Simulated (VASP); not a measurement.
Set up this calculation in VASP 6.6.1, as the native input.

* Task: single point
* Functional: PBEsol
* Potentials or basis: VASP PAW PBE potentials, release 64 (S, Ba_sv)
* Cutoff: 520 eV
* k mesh: 9 × 9 × 9
* Occupations: fermi-dirac, width 0.05 eV
* Spin: no spin polarisation
* Dipole correction: no
* Further INCAR settings: ALGO = Normal; EDIFF = 1e-07; NBANDS = 20

The structure of Ba2S (CdCl2 type) lies in POSCAR:

```
Ba2S
1.0
    1.9338762330     -1.1165239637      5.8919253526
    0.0000000000      2.2330479274      5.8919253526
   -1.9338762330     -1.1165239637      5.8919253526
S Ba
1 2
Direct
    0.0000000000      0.0000000000      0.0000000000
    0.2322893371      0.2322893371      0.2322893371
    0.7677106629      0.7677106629      0.7677106629
```

These files were run (other wordings do the same):

INCAR

```
SYSTEM = Ba2S
PREC     = Accurate       ! precision mode
ENCUT    = 520            ! plane-wave cutoff, eV
EDIFF    = 1E-7           ! SCF threshold, eV
ISMEAR   = -1             ! smearing method
SIGMA    = 0.05           ! smearing width, eV
LREAL    = .FALSE.        ! projectors in reciprocal space
LASPH    = .TRUE.         ! aspherical terms in the spheres
NELM     = 80             ! most SCF steps
ALGO     = Normal         ! electronic algorithm
ISIF     = 2              ! what is computed and relaxed
LWAVE    = .FALSE.        ! write WAVECAR
LCHARG   = .FALSE.        ! write CHGCAR
GGA      = PS             ! functional
NBANDS   = 20             ! bands
```

KPOINTS

```
Automatic mesh
0
G
  9 9 9
  0 0 0
```

Potentials or basis: VASP PAW PBE potentials, release 64 (S, Ba_sv).

Run with:

```sh
$ cat potpaw_PBE.64/S/POTCAR potpaw_PBE.64/Ba_sv/POTCAR > POTCAR
$ mpirun -np 1 vasp_std > vasp.out
```

Results of the run:

```yaml
Pressure: 16.6 GPa
Largest_force: 0.186 eV/Å
Band_gap_on_the_k_mesh: zero (band 13 reaches 6.04 eV, above the bottom of band 14 at 5.26 eV)
```

Caveat: the PAW data sets were made with another functional, which shifts forces and pressure a little; spin-orbit coupling is left out, which moves the levels of the heavy elements.

Wall time 5.9 min on 1 thread of Intel(R) Xeon(R) Platinum 8488C (Sapphire Rapids) (shared host), peak memory 0.38 GiB.
